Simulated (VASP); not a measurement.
Ga: single point with RPBE

The system is Ga.

```
CELL_PARAMETERS angstrom
4.76515 0.00000 0.00000
-2.38257 4.12674 0.00000
0.00000 0.00000 3.05960
ATOMIC_POSITIONS crystal
Ga 0.00000 0.00000 0.00000
Ga 0.33333 0.66667 0.50000
Ga 0.66667 0.33333 0.50000
```

This isn't the form of Ga at room conditions, which is orthorhombic.

```json
{
  "Program": "VASP 6.6.1",
  "Task": "single point",
  "Functional": "RPBE",
  "Potentials or basis": "VASP PAW PBE potentials, release 64 (Ga_d)",
  "Cutoff": "520 eV",
  "k mesh": "10 × 10 × 14",
  "Occupations": "fermi-dirac, width 0.1 eV",
  "Spin": "no spin polarisation",
  "Dipole correction": "no",
  "Further INCAR settings": "ALGO = Normal; EDIFF = 1e-06; NBANDS = 26"
}
```

```
Pressure               : 0.4 GPa
Band gap on the k mesh : zero (an odd number of electrons rules out a gap without spin polarisation)
```

Stress tensor (GPa, compression positive):
```
 0.89  0.00  0.00
 0.00  0.89  0.00
 0.00  0.00 -0.72
```

Levels at points of the mesh, in eV from the Fermi level:
```
           k point  band 17  band 18  band 19  band 20  band 21  band 22
(0.00, 0.00, 0.00)    -2.64    -2.35    -1.05    -1.05    -0.84    -0.84
(0.50, 0.00, 0.00)    -8.30    -4.12    -3.38     4.38     4.64     5.56
(0.00, 0.00, 0.50)    -5.86     1.01     1.30     1.30     1.59     1.64
(0.50, 0.00, 0.50)    -4.54    -4.05    -3.07    -0.29    -0.05     0.42
```

It took 120 s on 1 thread of Intel(R) Xeon(R) Platinum 8375C CPU @ 2.90GHz (Ice Lake), on a shared host, peak memory 0.26 GiB.

Caveat: the PAW data sets were made with another functional, which shifts forces and pressure a little.
